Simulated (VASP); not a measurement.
# MgO2 (R-3m) in VASP: single point with LDA

Aim: the single point of MgO2 with LDA.

All numbers are computed with VASP 6.6.1; they aren't measurements. Logs are shortened: lines on timing, memory, paths and dates and some standing lists are left out, and cuts for length are marked.

## (1) The cell of the first run

The structure is trigonal, space group R-3m (No. 166). Conventional cell: a = 3.210 Å, b = 3.210 Å, c = 10.482 Å, α = 90.00°, β = 90.00°, γ = 120.00°. Within 2.8 Å of Mg (site symmetry -3m) lie 6 O at 2.11 Å. O (site symmetry 3m) has 1 O at 1.49 Å within 2.0 Å.

## (2) Single point, LDA

The input, INCAR:

```
SYSTEM = MgO2
  ALGO = Normal
  EDIFF = 1E-6
  ENCUT = 520
  ISIF = 2
  ISMEAR = -1
  LASPH = .True.
  LCHARG = .True.
  LELF = .True.
  LREAL = .False.
  LVHAR = .True.
  LWAVE = .False.
  NBANDS = 14
  NELM = 80
  PREC = Accurate
  SIGMA = 0.02
```

The input, KPOINTS:

```
k-points
0
Gamma
  12 12 12
  0 0 0
```

The input, POSCAR:

```
MgO2
1.0
    1.6047610160      0.9265092046      3.4939788749
   -1.6047610160      0.9265092046      3.4939788749
    0.0000000000     -1.8530184092      3.4939788749
Mg O
1 2
Direct
    0.0000000000      0.0000000000      0.0000000000
    0.4287860000      0.4287860000      0.4287860000
    0.5712140000      0.5712140000      0.5712140000
```

Potentials or basis: VASP PAW LDA potentials, release 64 (Mg, O).

The run is started by

```sh
cat potpaw_LDA.64/Mg/POTCAR potpaw_LDA.64/O/POTCAR > POTCAR
mpirun -np 1 vasp_std > vasp.out
```

OUTCAR:

```text
SYSTEM = MgO2
   EDIFF = 1E-6
   ENCUT = 520
   ISIF = 2
   ISMEAR = -1
   LASPH = .True.
   LREAL = .False.
   NELM = 80
   PREC = Accurate

 ion  position               nearest neighbor table
   1  0.000  0.000  0.000-   3 2.11   3 2.11   2 2.11   2 2.11   3 2.11   2 2.11
   2  0.429  0.429  0.429-   3 1.49   1 2.11   1 2.11   1 2.11
   3  0.571  0.571  0.571-   2 1.49   1 2.11   1 2.11   1 2.11

  LATTYP: Found a trigonal (rhomboedric) cell.
 ALAT       =     3.9549419216
 COS(alpha) =     0.6707160928

  Lattice vectors:

 A1 = (   1.6047610160,   0.9265092046,   3.4939788749)
 A2 = (  -1.6047610160,   0.9265092046,   3.4939788749)
 A3 = (   0.0000000000,  -1.8530184092,   3.4939788749)

Analysis of symmetry for initial positions (statically):
=====================================================================
 Subroutine PRICEL returns:
 Original cell was already a primitive cell.

 Routine SETGRP: Setting up the symmetry group for a
 trigonal (rhombohedral) supercell.

 Subroutine GETGRP returns: Found 12 space group operations
 (whereof 12 operations were pure point group operations)
 out of a pool of 12 trial point group operations.

The static configuration has the point symmetry D_3d.

Analysis of symmetry for dynamics (positions and initial velocities):
=====================================================================
 Subroutine PRICEL returns:
 Original cell was already a primitive cell.

 Routine SETGRP: Setting up the symmetry group for a
 trigonal (rhombohedral) supercell.

 Subroutine GETGRP returns: Found 12 space group operations
 (whereof 12 operations were pure point group operations)
 out of a pool of 12 trial point group operations.

The dynamic configuration has the point symmetry D_3d.

 Subroutine INISYM returns: Found 12 space group operations
 (whereof 12 operations are pure point group operations),
 and found     1 'primitive' translations

----------------------------------------------------------------------------------------

                                     Primitive cell

  volume of cell :      31.1696

  direct lattice vectors                    reciprocal lattice vectors
     1.604761016  0.926509205  3.493978875     0.311572873  0.179886682  0.095402218
    -1.604761016  0.926509205  3.493978875    -0.311572873  0.179886682  0.095402218
     0.000000000 -1.853018409  3.493978875     0.000000000 -0.359773364  0.095402218

  length of vectors
     3.954941922  3.954941922  3.954941922     0.372207545  0.372207545  0.372207545

  position of ions in fractional coordinates (direct lattice)
[... 95 lines left out ...]
   EFERMI =   0.00;   METHOD = LEGACY
   ISMEAR =    -1;   SIGMA  =   0.02  broadening in eV -4-tet -1-fermi 0-gaus
   EFERMI_NEDOS =   21; number of points for ismear=-14 and -15
   IALGO  =     38    algorithm
   IMIX   =      4    mixing-type and parameters
     AMIX     =   0.40;   BMIX     =  1.00
     AMIX_MAG =   1.60;   BMIX_MAG =  1.00
  volume/ion in A,a.u.               =      10.39        70.11
  Fermi-wavevector in a.u.,A,eV,Ry     =   1.253739  2.369222 21.386457  1.571860
  Thomas-Fermi vector in A             =   2.387577
   LORBIT       =      0    0 simple, 1 ext, 2 COOP (PROOUT), +10 PAW based schemes
   GGA     = CA    functional components
   LHFCALC =     F    Hartree Fock is set to
   AEXX    =    0.0000 exact exchange contribution
   IVDW    =     0    specifies the selected vdW correction
   LEPSILON=     F    determine dielectric tensor
   LRPA    =     F    only Hartree local field effects (RPA)
 non-spin polarized calculation
  energy-cutoff  :      520.00
  volume of cell :       31.17
 maximum number of plane-waves:       852
 NGX is ok and might be reduce to    30
   NGX = 15   NGY = 15   NGZ = 15

 number of electron      14.0000001 magnetization

 Free energy of the ion-electron system (eV)
  ---------------------------------------------------
  ext. energy  EPLUGINS =         0.00000000
  ---------------------------------------------------
  free energy    TOTEN  =       -18.47930446 eV

  energy without entropy =      -18.47930446  energy(sigma->0) =      -18.47930446

 E-fermi :   2.7907     XC(G=0): -10.8009

 val. band max:        2.3723338052   @ k =   0.5000   0.5000   0.5000
 cond. band min:       4.5280382123   @ k =   0.5000   0.5000   0.5000
 fundamental gap:      2.1557044071
 Fermi energy:         2.7907138584

 k-point     1 :       0.0000    0.0000    0.0000
  band No.  band energies     occupation
      1     -18.6986      2.00000
      2     -11.8386      2.00000
      3      -5.3877      2.00000
      4      -0.9494      2.00000
      5      -0.9494      2.00000
      6       1.5590      2.00000
      7       1.5590      2.00000
      8       6.7245      0.00000
      9       7.0311      0.00000
     10      14.1883      0.00000
     11      15.9859      0.00000
     12      16.8716      0.00000
     13      16.8716      0.00000
     14      18.5471      0.00000
[... 377 lines left out ...]
      1     -18.1406      2.00000
      2     -12.2063      2.00000
      3      -4.3573      2.00000
      4      -3.3690      2.00000
      5      -1.7106      2.00000
      6       0.8954      2.00000
      7       1.1944      2.00000
      8       6.3592      0.00000
      9      11.3830      0.00000
     10      12.3226      0.00000
     11      14.6482      0.00000
     12      16.3869      0.00000
     13      16.6125      0.00000
     14      19.2683      0.00000

 [... further k-points ...]

------------------------ aborting loop because EDIFF is reached ----------------------------------------

  FORCE on cell =-STRESS in cart. coord.  units (eV):
  Direction    XX          YY          ZZ          XY          YZ          ZX
  --------------------------------------------------------------------------------------
  -------------------------------------------------------------------------------------
  Total       -1.9521347     -1.9521347     -2.3950526      0.0000000      0.0000000      0.0000000
  in kB     -100.3433825   -100.3433826   -123.1101926      0.0000000      0.0000000      0.0000000
  external PRESSURE =    -107.9323192 kB  Pullay stress =       0.0000000 kB

 VOLUME and BASIS-vectors are now :
 -----------------------------------------------------------------------------
  energy-cutoff  :      520.00
  volume of cell :       31.17
      direct lattice vectors                 reciprocal lattice vectors
     1.604761016  0.926509205  3.493978875     0.311572873  0.179886682  0.095402218
    -1.604761016  0.926509205  3.493978875    -0.311572873  0.179886682  0.095402218
     0.000000000 -1.853018409  3.493978875     0.000000000 -0.359773364  0.095402218

 POSITION                                       TOTAL-FORCE (eV/Angst)
 -----------------------------------------------------------------------------------
      0.00000      0.00000      0.00000         0.000000     -0.000000      0.000000
      0.00000      0.00000      4.49451         0.000000      0.000000      0.193340
      0.00000      0.00000      5.98743         0.000000      0.000000     -0.193340
 -----------------------------------------------------------------------------------
    total drift:                                0.000000     -0.000000      0.000000

  FREE ENERGIE OF THE ION-ELECTRON SYSTEM (eV)
  ---------------------------------------------------
  free  energy   TOTEN  =       -18.4793044641 eV

  energy  without entropy=      -18.4793044641  energy(sigma->0) =      -18.47930446
```

stdout:

```text
POSCAR found type information on POSCAR MgO
 POSCAR found :  2 types and       3 ions
 scaLAPACK will be used
 LDA part: xc-table for (Slater(with rela. corr.)+CA(PZ))
 , standard interpolation
 POSCAR, INCAR and KPOINTS ok, starting setup
 FFT: planning ... GRIDC
 FFT: planning ... GRID_SOFT
 FFT: planning ... GRID
 WAVECAR not read
 entering main loop
```

Wall time 2.7 min (1 thread of Intel Xeon 8259CL, shared host); peak memory 0.21 GiB.

Results:

| Item | Value |
| --- | --- |
| Free energy | -18.4793 eV |
| Pressure | -10.8 GPa |
| Largest force | 0.193 eV/Å |
| Band gap on the k mesh | 2.16 eV, direct |

Forces on the atoms (eV/Å):
```
Mg   0.000  0.000  0.000
O    0.000  0.000  0.193
O    0.000  0.000 -0.193
```

Stress tensor (GPa, compression positive):
```
-10.03   0.00   0.00
  0.00 -10.03   0.00
  0.00   0.00 -12.31
```

Levels at points of the mesh, in eV from the valence-band top:
```csv
k point,band 5,band 6,band 7,band 8,band 9,band 10
"(0.00, 0.00, 0.00)",-3.32,-0.81,-0.81,4.35,4.66,11.82
"(0.50, 0.00, 0.00)",-3.66,-1.28,-1.14,4.00,8.35,9.92
"(0.50, 0.50, 0.00)",-4.35,-2.19,-0.13,3.36,7.51,10.72
"(0.50, 0.50, 0.50)",-3.84,0.00,0.00,2.16,4.70,9.13
```

A k mesh can miss the band edges.
